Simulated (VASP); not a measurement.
# S (I4/mmm) in VASP: single point with PBE

Aim: the single point of S with PBE.

Everything below comes from runs of VASP 6.6.1. Logs are shortened: lines on timing, memory, paths and dates and some standing lists are left out, and cuts for length are marked.

## (1) The cell of the first run

It takes space group I4/mmm (No. 139, tetragonal). Conventional cell: a = 3.767 Å, b = 3.767 Å, c = 3.101 Å, α = 90.00°, β = 90.00°, γ = 90.00°. S (site symmetry 4/mmm) has 14 S at 3.08 to 3.77 Å within 4.1 Å.

## (2) Single point, PBE

Contents of POSCAR:

```
S
1.0
   -1.8834360000      1.8834360000      1.5507270000
    1.8834360000     -1.8834360000      1.5507270000
    1.8834360000      1.8834360000     -1.5507270000
S
1
Direct
    0.0000000000      0.0000000000      0.0000000000
```

Contents of INCAR.step1:

```
SYSTEM = S
ALGO     = Normal         ! electronic algorithm
EDIFF    = 1E-7           ! SCF threshold, eV
ENCUT    = 520            ! plane-wave cutoff, eV
GGA      = PE             ! functional
ISIF     = 2              ! what is computed and relaxed
ISMEAR   = 1              ! smearing method
LASPH    = .TRUE.         ! aspherical terms in the spheres
LCHARG   = .TRUE.         ! write CHGCAR
LREAL    = .FALSE.        ! projectors in reciprocal space
LWAVE    = .FALSE.        ! write WAVECAR
NBANDS   = 9              ! bands
NELM     = 100            ! most SCF steps
PREC     = Accurate       ! precision mode
SIGMA    = 0.211          ! smearing width, eV
```

Contents of KPOINTS.step1:

```
k-points
0
G
  14 14 14
  0 0 0
```

Contents of INCAR.step2:

```
SYSTEM = S
ALGO     = Normal         ! electronic algorithm
EDIFF    = 1E-7           ! SCF threshold, eV
ENCUT    = 520            ! plane-wave cutoff, eV
GGA      = PE             ! functional
ICHARG   = 11             ! starting density
ISIF     = 2              ! what is computed and relaxed
ISMEAR   = -5             ! smearing method
LASPH    = .TRUE.         ! aspherical terms in the spheres
LCHARG   = .FALSE.        ! write CHGCAR
LORBIT   = 11             ! projections on sites
LREAL    = .FALSE.        ! projectors in reciprocal space
LWAVE    = .FALSE.        ! write WAVECAR
NEDOS    = 2001           ! points of the DOS
NELM     = 100            ! most SCF steps
PREC     = Accurate       ! precision mode
SIGMA    = 0.211          ! smearing width, eV
```

Contents of KPOINTS.step2:

```
k-points
0
G
  21 21 21
  0 0 0
```

Potentials or basis: VASP PAW PBE potentials, release 64 (S).

Started as:

```console
> cat potpaw_PBE.64/S/POTCAR > POTCAR
> cp INCAR.step1 INCAR
> cp KPOINTS.step1 KPOINTS
> mpirun -np 1 vasp_std > vasp.out
> cp INCAR.step2 INCAR
> cp KPOINTS.step2 KPOINTS
> mpirun -np 1 vasp_std > vasp.out
```

OUTCAR:

```text
SYSTEM = S
   EDIFF = 1E-7
   ENCUT = 520
   GGA = PE
   ICHARG = 11
   ISIF = 2
   ISMEAR = -5
   LASPH = .TRUE.
   LORBIT = 11
   LREAL = .FALSE.
   NELM = 100
   PREC = Accurate

 ion  position               nearest neighbor table
   1  0.000  0.000  0.000-

  LATTYP: Found a body centered tetragonal cell.
 ALAT       =     3.7668720000
 C/A-ratio  =     0.8233499838

  Lattice vectors:

 A1 = (  -1.8834360000,   1.8834360000,   1.5507270000)
 A2 = (   1.8834360000,  -1.8834360000,   1.5507270000)
 A3 = (   1.8834360000,   1.8834360000,  -1.5507270000)

Analysis of symmetry for initial positions (statically):
=====================================================================
 Subroutine PRICEL returns:
 Original cell was already a primitive cell.

 Routine SETGRP: Setting up the symmetry group for a
 body centered tetragonal supercell.

 Subroutine GETGRP returns: Found 16 space group operations
 (whereof 16 operations were pure point group operations)
 out of a pool of 16 trial point group operations.

The static configuration has the point symmetry D_4h.

Analysis of symmetry for dynamics (positions and initial velocities):
=====================================================================
 Subroutine PRICEL returns:
 Original cell was already a primitive cell.

 Routine SETGRP: Setting up the symmetry group for a
 body centered tetragonal supercell.

 Subroutine GETGRP returns: Found 16 space group operations
 (whereof 16 operations were pure point group operations)
 out of a pool of 16 trial point group operations.

The dynamic configuration has the point symmetry D_4h.

 Subroutine INISYM returns: Found 16 space group operations
 (whereof 16 operations are pure point group operations),
 and found     1 'primitive' translations

----------------------------------------------------------------------------------------

                                     Primitive cell

  volume of cell :      22.0038

  direct lattice vectors                    reciprocal lattice vectors
    -1.883436000  1.883436000  1.550727000     0.000000000  0.265472254  0.322429415
     1.883436000 -1.883436000  1.550727000     0.265472254  0.000000000  0.322429415
     1.883436000  1.883436000 -1.550727000     0.265472254  0.265472254  0.000000000

  length of vectors
[... 77 lines left out ...]
   LNONCOLLINEAR =      F non collinear calculations
   LSORBIT =      F    spin-orbit coupling
   LASPH  =      T    aspherical Exc in radial PAW
   ENCUT  =  520.0 eV  38.22 Ry    6.18 a.u.   5.73  5.73  5.73*2*pi/ulx,y,z
   NELM   =    100;   NELMIN=  2; NELMDL=  0     # of ELM steps
   EDIFF  = 0.1E-06   stopping-criterion for ELM
   LREAL  =      F    real-space projection
   EDIFFG = 0.1E-05   stopping-criterion for IOM
   NSW    =      0    number of steps for IOM
   IBRION =     -1    ionic relax: 0-MD 1-quasi-New 2-CG
   NFREE  =      0    steps in history (QN), initial steepest desc. (CG)
   ISIF   =      2    stress and relaxation
   ISYM   =      2    0-nonsym 1-usesym 2-fastsym
   POTIM  = 0.5000    time-step for ionic-motion
   TEBEG  =    0.0;   TEEND  =   0.0 temperature during run
   PSTRESS=    0.0 pullay stress
   NELECT =       6.0000    total number of electrons
   NUPDOWN=      -1.0000    fix difference up-down
   EMIN   =  10.00;   EMAX   =-10.00  energy-range for DOS
   EFERMI =   0.00;   METHOD = LEGACY
   ISMEAR =    -5;   SIGMA  =   0.21  broadening in eV -4-tet -1-fermi 0-gaus
   EFERMI_NEDOS =   21; number of points for ismear=-14 and -15
   IALGO  =     38    algorithm
   IMIX   =      4    mixing-type and parameters
     AMIX     =   0.40;   BMIX     =  1.00
     AMIX_MAG =   1.60;   BMIX_MAG =  1.00
  volume/ion in A,a.u.               =      22.00       148.49
  Fermi-wavevector in a.u.,A,eV,Ry     =   1.061597  2.006127 15.333596  1.126988
  Thomas-Fermi vector in A             =   2.197018
   LORBIT       =     11    0 simple, 1 ext, 2 COOP (PROOUT), +10 PAW based schemes
   GGA     = PE    functional components
   LHFCALC =     F    Hartree Fock is set to
   AEXX    =    0.0000 exact exchange contribution
   IVDW    =     0    specifies the selected vdW correction
   LEPSILON=     F    determine dielectric tensor
   LRPA    =     F    only Hartree local field effects (RPA)
 non-spin polarized calculation
 Fermi weights with tetrahedron method with Bloechl corrections
  energy-cutoff  :      520.00
  volume of cell :       22.00
 maximum number of plane-waves:       603

 number of electron       6.0000000 magnetization

 Free energy of the ion-electron system (eV)
  ---------------------------------------------------
  ext. energy  EPLUGINS =         0.00000000
  ---------------------------------------------------
  free energy    TOTEN  =        -2.59634342 eV

  energy without entropy =       -2.59634342  energy(sigma->0) =       -2.59634342

 E-fermi :   3.3585     XC(G=0):  -9.6187

 val. band max:        3.4041424205   @ k =  -0.4286   0.4286   0.1905
 cond. band min:       3.2995789727   @ k =  -0.1429   0.1905   0.1429
 fundamental gap:     -0.1045634478
 Fermi energy:         3.3584976916

 k-point     1 :       0.0000    0.0000    0.0000
  band No.  band energies     occupation
      1     -10.7168      2.00000
      2       4.8393      0.00000
      3       4.8393      0.00000
      4       5.5301      0.00000
      5      13.2505      0.00000
      6      13.6999      0.00000
      7      16.5701      0.00000
[... 221 lines left out ...]
 k-point    24 :      -0.3810    0.0476    0.0000
  band No.  band energies     occupation
      1      -8.7468      2.00000
      2       0.0127      2.00000
      3       3.1700      2.05145
      4       4.1776      0.00000
      5      11.3839      0.00000
      6      12.3394      0.00000
      7      18.8560      0.00000

 [... further k-points ...]
[... 5 lines left out ...]
  --------------------------------------------------------------------------------------
  -------------------------------------------------------------------------------------
  Total       -1.7930421     -1.7930421     -1.5763212      0.0000000      0.0000000      0.0000000
  in kB     -130.5581499   -130.5581499   -114.7778866      0.0000000      0.0000000      0.0000000
  external PRESSURE =    -125.2980621 kB  Pullay stress =       0.0000000 kB

 VOLUME and BASIS-vectors are now :
 -----------------------------------------------------------------------------
  energy-cutoff  :      520.00
  volume of cell :       22.00
      direct lattice vectors                 reciprocal lattice vectors
    -1.883436000  1.883436000  1.550727000     0.000000000  0.265472254  0.322429415
     1.883436000 -1.883436000  1.550727000     0.265472254  0.000000000  0.322429415
     1.883436000  1.883436000 -1.550727000     0.265472254  0.265472254  0.000000000

 POSITION                                       TOTAL-FORCE (eV/Angst)
 -----------------------------------------------------------------------------------
      0.00000      0.00000      0.00000        -0.000000      0.000000     -0.000000
 -----------------------------------------------------------------------------------
    total drift:                                0.000000     -0.000000      0.000000

  FREE ENERGIE OF THE ION-ELECTRON SYSTEM (eV)
  ---------------------------------------------------
  free  energy   TOTEN  =        -2.5963434180 eV

  energy  without entropy=       -2.5963434180  energy(sigma->0) =       -2.59634342

 total charge

# of ion       s       p       d       tot
------------------------------------------
    1        1.431   1.992   0.000   3.423
```

OSZICAR.step1:

```text
N       E                     dE             d eps       ncg     rms          rms(c)
DAV:   1     0.973536883114E+01    0.97354E+01   -0.26321E+03  4432   0.534E+02
DAV:   2    -0.226212203019E+01   -0.11997E+02   -0.11556E+02  6294   0.753E+01
DAV:   3    -0.260524555045E+01   -0.34312E+00   -0.33865E+00  5242   0.116E+01
DAV:   4    -0.260651216574E+01   -0.12666E-02   -0.12664E-02  6469   0.815E-01
DAV:   5    -0.260651438369E+01   -0.22180E-05   -0.22177E-05  5320   0.280E-02    0.382E+00
DAV:   6    -0.259857238589E+01    0.79420E-02   -0.12273E-02  4846   0.551E-01    0.221E+00
DAV:   7    -0.259746321989E+01    0.11092E-02   -0.14550E-02  4811   0.629E-01    0.222E-01
DAV:   8    -0.259748492727E+01   -0.21707E-04   -0.59593E-04  5115   0.127E-01    0.260E-02
DAV:   9    -0.259748527058E+01   -0.34331E-06   -0.77673E-06  5339   0.211E-02    0.837E-03
DAV:  10    -0.259748665500E+01   -0.13844E-05   -0.16592E-06  6133   0.945E-03    0.250E-03
DAV:  11    -0.259748687918E+01   -0.22418E-06   -0.17366E-07  4864   0.233E-03    0.788E-04
DAV:  12    -0.259748685100E+01    0.28186E-07   -0.65582E-09  2478   0.534E-04
   1 F= -.25974869E+01 E0= -.25981880E+01  d E =0.210346E-02
```

It took 58 s on 1 thread of Intel Xeon Platinum 8259CL at 2.50GHz (Skylake/Cascade Lake), shared host; peak memory 0.23 GiB.

Results:

```
Valence electrons inside the program's atomic spheres : S 3.42
```

Caveat: tetrahedron occupations give inexact forces and stress in metals.
